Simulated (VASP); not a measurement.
# Mo3W (Pm-3m) in VASP: further runs

Mo3W is run at these levels: RPBE, PBE; tasks: single point, relaxation of cell and atoms.

Everything below comes from runs of VASP 6.6.1. Logs are shortened: lines on timing, memory, paths and dates and some standing lists are left out, and cuts for length are marked.

## (1) The cell of the first run

The structure is cubic, space group Pm-3m (No. 221). Conventional cell: a = 4.011 Å, b = 4.011 Å, c = 4.011 Å, α = 90.00°, β = 90.00°, γ = 90.00°. Mo (site symmetry 4/mmm) has 8 Mo at 2.84 Å and 4 W at 2.84 Å within 3.7 Å. W (site symmetry m-3m) has 12 Mo at 2.84 Å within 3.7 Å.

## (2) Single point, RPBE

INCAR

```
SYSTEM = Mo3W
  ALGO = Fast
  EDIFF = 1E-6
  ENCUT = 520
  GGA = RP
  ISIF = 2
  ISMEAR = 0
  LASPH = .True.
  LCHARG = .False.
  LREAL = .False.
  LWAVE = .False.
  NBANDS = 36
  NELM = 60
  PREC = Accurate
  SIGMA = 0.1
```

KPOINTS

```
k-points
0
Gamma
  12 12 12
  0 0 0
```

POSCAR

```
Mo3W
1.0
    4.0111265161      0.0000000000      0.0000000000
    0.0000000000      4.0111265161      0.0000000000
    0.0000000000      0.0000000000      4.0111265161
Mo W
3 1
Direct
    0.0000000000      0.5000000000      0.5000000000
    0.5000000000      0.0000000000      0.5000000000
    0.5000000000      0.5000000000      0.0000000000
    0.0000000000      0.0000000000      0.0000000000
```

Potentials or basis: VASP PAW PBE potentials, release 64 (Mo_sv, W_sv).

The run is started by

```bash
cat potpaw_PBE.64/Mo_sv/POTCAR potpaw_PBE.64/W_sv/POTCAR > POTCAR
mpirun -np 1 vasp_std > vasp.out
```

OUTCAR:

```text
SYSTEM = Mo3W
   EDIFF = 1E-6
   ENCUT = 520
   GGA = RP
   ISIF = 2
   ISMEAR = 0
   LASPH = .True.
   LREAL = .False.
   NELM = 60
   PREC = Accurate

 ion  position               nearest neighbor table
   1  0.000  0.500  0.500-   2 2.84   3 2.84   4 2.84   3 2.84   4 2.84   2 2.84   4 2.84   4 2.84
                             2 2.84   3 2.84   3 2.84   2 2.84
   2  0.500  0.000  0.500-   1 2.84   3 2.84   4 2.84   3 2.84   4 2.84   1 2.84   3 2.84   3 2.84
                             1 2.84   4 2.84   4 2.84   1 2.84
   3  0.500  0.500  0.000-   1 2.84   2 2.84   4 2.84   1 2.84   2 2.84   2 2.84   4 2.84   2 2.84
                             1 2.84   4 2.84   1 2.84   4 2.84
   4  0.000  0.000  0.000-   1 2.84   2 2.84   3 2.84   1 2.84   2 2.84   1 2.84   3 2.84   1 2.84
                             2 2.84   3 2.84   2 2.84   3 2.84

  LATTYP: Found a simple cubic cell.
 ALAT       =     4.0111265161

  Lattice vectors:

 A1 = (   4.0111265161,   0.0000000000,   0.0000000000)
 A2 = (   0.0000000000,   4.0111265161,   0.0000000000)
 A3 = (   0.0000000000,   0.0000000000,   4.0111265161)

Analysis of symmetry for initial positions (statically):
=====================================================================
 Subroutine PRICEL returns:
 Original cell was already a primitive cell.

 Routine SETGRP: Setting up the symmetry group for a
 simple cubic supercell.

 Subroutine GETGRP returns: Found 48 space group operations
 (whereof 48 operations were pure point group operations)
 out of a pool of 48 trial point group operations.

The static configuration has the point symmetry O_h .

Analysis of symmetry for dynamics (positions and initial velocities):
=====================================================================
 Subroutine PRICEL returns:
 Original cell was already a primitive cell.

 Routine SETGRP: Setting up the symmetry group for a
 simple cubic supercell.

 Subroutine GETGRP returns: Found 48 space group operations
 (whereof 48 operations were pure point group operations)
 out of a pool of 48 trial point group operations.

The dynamic configuration has the point symmetry O_h .

 Subroutine INISYM returns: Found 48 space group operations
 (whereof 48 operations are pure point group operations),
 and found     1 'primitive' translations

----------------------------------------------------------------------------------------

                                     Primitive cell

  volume of cell :      64.5356

  direct lattice vectors                    reciprocal lattice vectors
     4.011126516  0.000000000  0.000000000     0.249306522  0.000000000  0.000000000
     0.000000000  4.011126516  0.000000000     0.000000000  0.249306522  0.000000000
     0.000000000  0.000000000  4.011126516     0.000000000  0.000000000  0.249306522

  length of vectors
     4.011126516  4.011126516  4.011126516     0.249306522  0.249306522  0.249306522

  position of ions in fractional coordinates (direct lattice)
     0.000000000  0.500000000  0.500000000
     0.500000000  0.000000000  0.500000000
     0.500000000  0.500000000  0.000000000
     0.000000000  0.000000000  0.000000000

  ion indices of the primitive-cell ions
   primitive index   ion index
                 1           1
                 2           2
                 3           3
                 4           4

----------------------------------------------------------------------------------------

 KPOINTS: k-points

Automatic generation of k-mesh.
 Grid dimensions read from file:
 generate k-points for:   12   12   12

 Generating k-lattice:

  Cartesian coordinates                     Fractional coordinates (reciprocal lattice)
     0.020775543  0.000000000  0.000000000     0.083333333  0.000000000  0.000000000
     0.000000000  0.020775543  0.000000000     0.000000000  0.083333333  0.000000000
     0.000000000  0.000000000  0.020775543     0.000000000  0.000000000  0.083333333

  Length of vectors
     0.020775543  0.020775543  0.020775543

  Shift w.r.t. Gamma in fractional coordinates (k-lattice)
     0.000000000  0.000000000  0.000000000

 Subroutine IBZKPT returns following result:
 ===========================================

 Found     84 irreducible k-points:

 Following reciprocal coordinates:
            Coordinates               Weight
  0.000000  0.000000  0.000000      1.000000
  0.083333  0.000000  0.000000      6.000000
  0.166667  0.000000  0.000000      6.000000
  0.250000  0.000000  0.000000      6.000000
  0.333333  0.000000  0.000000      6.000000
  0.416667  0.000000  0.000000      6.000000
[... 16 lines left out ...]
  0.333333  0.333333  0.000000     12.000000
  0.416667  0.333333  0.000000     24.000000
 [... further k-points ...]
   k-points           NKPTS =     84   k-points in BZ     NKDIM =     84   number of bands    NBANDS=     36
   number of dos      NEDOS =    301   number of ions     NIONS =      4
   total plane-waves  NPLWV =  27000
   dimension x,y,z NGX =    30 NGY =   30 NGZ =   30
   dimension x,y,z NGXF=    60 NGYF=   60 NGZF=   60
   ions per type =               3   1
   NGX,Y,Z   is equivalent  to a cutoff of  12.43, 12.43, 12.43 a.u.
   NGXF,Y,Z  is equivalent  to a cutoff of  24.87, 24.87, 24.87 a.u.
 SYSTEM =  Mo3W
   PREC   = accura    normal or accurate (medium, high low for compatibility)
   ISTART =      0    job   : 0-new  1-cont  2-samecut
   ICHARG =      2    charge: 1-file 2-atom 10-const
   ISPIN  =      1    spin polarized calculation?
   LNONCOLLINEAR =      F non collinear calculations
   LSORBIT =      F    spin-orbit coupling
   LASPH  =      T    aspherical Exc in radial PAW
   ENCUT  =  520.0 eV  38.22 Ry    6.18 a.u.   7.46  7.46  7.46*2*pi/ulx,y,z
   NELM   =     60;   NELMIN=  2; NELMDL= -5     # of ELM steps
   EDIFF  = 0.1E-05   stopping-criterion for ELM
   LREAL  =      F    real-space projection
   EDIFFG = 0.1E-04   stopping-criterion for IOM
   NSW    =      0    number of steps for IOM
   IBRION =     -1    ionic relax: 0-MD 1-quasi-New 2-CG
   NFREE  =      0    steps in history (QN), initial steepest desc. (CG)
   ISIF   =      2    stress and relaxation
   ISYM   =      2    0-nonsym 1-usesym 2-fastsym
   POTIM  = 0.5000    time-step for ionic-motion
   TEBEG  =    0.0;   TEEND  =   0.0 temperature during run
   PSTRESS=    0.0 pullay stress
   NELECT =      56.0000    total number of electrons
   NUPDOWN=      -1.0000    fix difference up-down
   EMIN   =  10.00;   EMAX   =-10.00  energy-range for DOS
   EFERMI =   0.00;   METHOD = LEGACY
   ISMEAR =     0;   SIGMA  =   0.10  broadening in eV -4-tet -1-fermi 0-gaus
   EFERMI_NEDOS =   21; number of points for ismear=-14 and -15
   IALGO  =     68    algorithm
   IMIX   =      4    mixing-type and parameters
     AMIX     =   0.40;   BMIX     =  1.00
     AMIX_MAG =   1.60;   BMIX_MAG =  1.00
  volume/ion in A,a.u.               =      16.13       108.88
  Fermi-wavevector in a.u.,A,eV,Ry     =   1.561485  2.950779 33.174206  2.438235
  Thomas-Fermi vector in A             =   2.664543
   LORBIT       =      0    0 simple, 1 ext, 2 COOP (PROOUT), +10 PAW based schemes
   GGA     = RP    functional components
   LHFCALC =     F    Hartree Fock is set to
   AEXX    =    0.0000 exact exchange contribution
   IVDW    =     0    specifies the selected vdW correction
   LEPSILON=     F    determine dielectric tensor
   LRPA    =     F    only Hartree local field effects (RPA)
 non-spin polarized calculation
 RMM-DIIS sequential band-by-band and
 Gauss-broadening in eV      SIGMA  =   0.10
  energy-cutoff  :      520.00
  volume of cell :       64.54
 maximum number of plane-waves:      1765
 NGX is ok and might be reduce to    30
   NGX = 15   NGY = 15   NGZ = 15

 number of electron      56.0000004 magnetization

 Free energy of the ion-electron system (eV)
  ---------------------------------------------------
  ext. energy  EPLUGINS =         0.00000000
  ---------------------------------------------------
  free energy    TOTEN  =       -41.73761463 eV

  energy without entropy =      -41.71467351  energy(sigma->0) =      -41.72614407

 E-fermi :  11.5025     XC(G=0): -13.2163

 val. band max:       11.4829802252   @ k =   0.2500   0.2500   0.0833
 cond. band min:      11.5042800227   @ k =   0.5000   0.4167   0.1667
 fundamental gap:      0.0212997974
 Fermi energy:        11.5025113464

 k-point     1 :       0.0000    0.0000    0.0000
  band No.  band energies     occupation
      1     -62.1014      2.00000
      2     -49.1256      2.00000
      3     -48.9083      2.00000
      4     -48.9083      2.00000
      5     -26.3597      2.00000
      6     -26.3597      2.00000
[... 28 lines left out ...]
     35      16.0752      0.00000
     36      16.0844      0.00000

 k-point     2 :       0.0833    0.0000    0.0000
  band No.  band energies     occupation
      1     -62.1014      2.00000
      2     -49.1224      2.00000
      3     -48.9116      2.00000
      4     -48.9082      2.00000
      5     -26.3580      2.00000
      6     -26.3580      2.00000
[... 28 lines left out ...]
     35      16.1131      0.00000
     36      16.1274      0.00000

 k-point     3 :       0.1667    0.0000    0.0000
  band No.  band energies     occupation
      1     -62.1013      2.00000
      2     -49.1131      2.00000
      3     -48.9213      2.00000
      4     -48.9081      2.00000
      5     -26.3535      2.00000
      6     -26.3535      2.00000
[... 28 lines left out ...]
     35      15.6473      0.00000
     36      15.6510      0.00000
[... 742 lines left out ...]
 k-point    23 :       0.3333    0.3333    0.0000
  band No.  band energies     occupation
      1     -62.1009      2.00000
      2     -49.0425      2.00000
      3     -48.9627      2.00000
      4     -48.9373      2.00000
      5     -26.3576      2.00000
      6     -26.3376      2.00000
[... 28 lines left out ...]
     35      14.3462      0.00000
     36      14.8590      0.00000

 k-point    24 :       0.4167    0.3333    0.0000
  band No.  band energies     occupation
      1     -62.1008      2.00000
      2     -49.0264      2.00000
      3     -48.9733      2.00000
      4     -48.9427      2.00000
      5     -26.3559      2.00000
      6     -26.3443      2.00000
[... 28 lines left out ...]
     35      14.2756      0.00000
     36      14.5777      0.00000

 [... further k-points ...]
[... 5 lines left out ...]
  --------------------------------------------------------------------------------------
  -------------------------------------------------------------------------------------
  Total        1.5594134      1.5594134      1.5594134     -0.0000000     -0.0000000     -0.0000000
  in kB       38.7144209     38.7144209     38.7144209     -0.0000000     -0.0000000     -0.0000000
  external PRESSURE =      38.7144209 kB  Pullay stress =       0.0000000 kB

 VOLUME and BASIS-vectors are now :
 -----------------------------------------------------------------------------
  energy-cutoff  :      520.00
  volume of cell :       64.54
      direct lattice vectors                 reciprocal lattice vectors
     4.011126516  0.000000000  0.000000000     0.249306522  0.000000000  0.000000000
     0.000000000  4.011126516  0.000000000     0.000000000  0.249306522  0.000000000
     0.000000000  0.000000000  4.011126516     0.000000000  0.000000000  0.249306522

 POSITION                                       TOTAL-FORCE (eV/Angst)
 -----------------------------------------------------------------------------------
      0.00000      2.00556      2.00556         0.000000      0.000000      0.000000
      2.00556      0.00000      2.00556         0.000000      0.000000      0.000000
      2.00556      2.00556      0.00000         0.000000      0.000000      0.000000
      0.00000      0.00000      0.00000         0.000000      0.000000      0.000000
 -----------------------------------------------------------------------------------
    total drift:                                0.000000      0.000000     -0.000000

  FREE ENERGIE OF THE ION-ELECTRON SYSTEM (eV)
  ---------------------------------------------------
  free  energy   TOTEN  =       -41.7376146297 eV

  energy  without entropy=      -41.7146735113  energy(sigma->0) =      -41.72614407
```

Run time: 86 s. Hardware: 1 thread of Intel Xeon 6975P-C (Granite Rapids), shared host; peak memory 0.27 GiB.

Results:

```yaml
Free_energy: -41.7376 eV
Pressure: 3.9 GPa
Band_gap_on_the_k_mesh: zero (band 28 reaches 13.63 eV, above the bottom of band 29 at 11.13 eV)
```

Caveat: the PAW data sets were made with another functional, which shifts forces and pressure a little; spin-orbit coupling is left out, which moves the levels of the heavy elements.

## (3) Relaxation of cell and atoms, PBE

This run uses another cell than the first one, of 16.22 Å³/atom, 1.005 times its volume.

INCAR

```
SYSTEM = Mo3W
PREC = Accurate
ENCUT = 600
EDIFF = 1E-7
ISMEAR = 0
SIGMA = 0.1
LREAL = .FALSE.
LASPH = .TRUE.
NELM = 80
ALGO = Fast
ISIF = 3
LWAVE = .FALSE.
LCHARG = .FALSE.
GGA = PE
IBRION = 2
NSW = 100
EDIFFG = -0.01
```

KPOINTS

```
regular mesh
0
G
  12 12 12
  0 0 0
```

POSCAR

```
Mo3W
1.0
    4.0180092772      0.0000000000      0.0000000000
    0.0000000000      4.0180092772      0.0000000000
    0.0000000000      0.0000000000      4.0180092772
Mo W
3 1
Direct
    0.0000000000      0.5000000000      0.5000000000
    0.5000000000      0.0000000000      0.5000000000
    0.5000000000      0.5000000000      0.0000000000
    0.0000000000      0.0000000000      0.0000000000
```

Potentials or basis: VASP PAW PBE potentials, release 64 (Mo_sv, W_sv).

The run is started by

```bash
cat potpaw_PBE.64/Mo_sv/POTCAR potpaw_PBE.64/W_sv/POTCAR > POTCAR
mpirun -np 1 vasp_std > vasp.out
```

Wall time 3.1 min (1 thread of Intel Xeon 6975P-C (Granite Rapids), shared host); peak memory 0.32 GiB.

The run converged. Its results:

```yaml
Free_energy: -44.0130 eV
Relaxed_volume: 16.16 Å³/atom
Relaxed_cell: a = 4.013 Å, b = 4.013 Å, c = 4.013 Å, α = 90.00°, β = 90.00°, γ = 90.00°
Space_group_after_relaxing_to_0.05_Å: Pm-3m (No. 221)
Energy_gained_by_relaxing: 0.2 meV/atom
Ionic_steps: 3
Pressure_after_relaxing: 0.0 GPa
Band_gap_on_the_k_mesh: zero (band 28 reaches 13.52 eV, above the bottom of band 29 at 11.03 eV)
```

Step by step:
| step | energy change (eV) | largest force (eV/Å) | pressure (GPa) | volume (Å³) |
| --- | --- | --- | --- | --- |
| 1 | 0.0000 | 0.0000 | -0.89 | 64.87 |
| 2 | 0.0040 | 0.0000 | 2.45 | 64.02 |
| 3 | -0.0007 | 0.0000 | 0.00 | 64.64 |

Final structure:
```yaml
crystal:
  lattice:
    - [4.01320, 0.00000, 0.00000]
    - [0.00000, 4.01320, 0.00000]
    - [0.00000, 0.00000, 4.01320]
  atoms:
    - { symbol: Mo, position: [0.00000, 0.50000, 0.50000] }
    - { symbol: Mo, position: [0.50000, 0.00000, 0.50000] }
    - { symbol: Mo, position: [0.50000, 0.50000, 0.00000] }
    - { symbol: W, position: [0.00000, 0.00000, 0.00000] }
```

Levels at points of the mesh, in eV from the Fermi level:
```tsv
k point	band 24	band 25	band 26	band 27	band 28	band 29	band 30	band 31	band 32	band 33
(0.00, 0.00, 0.00)	-0.66	-0.66	-0.66	2.09	2.09	3.78	3.78	3.78	3.95	4.40
(0.50, 0.00, 0.00)	-1.87	-1.78	-1.78	0.04	0.04	1.19	1.20	1.27	1.40	1.47
(0.50, 0.50, 0.00)	-1.88	-1.75	-1.75	-1.70	-1.65	0.58	0.58	0.58	0.97	1.74
(0.50, 0.50, 0.50)	-0.84	-0.84	-0.84	-0.81	-0.81	1.26	1.26	1.26	1.53	4.00
```

Caveat: spin-orbit coupling is left out, which moves the levels of the heavy elements.
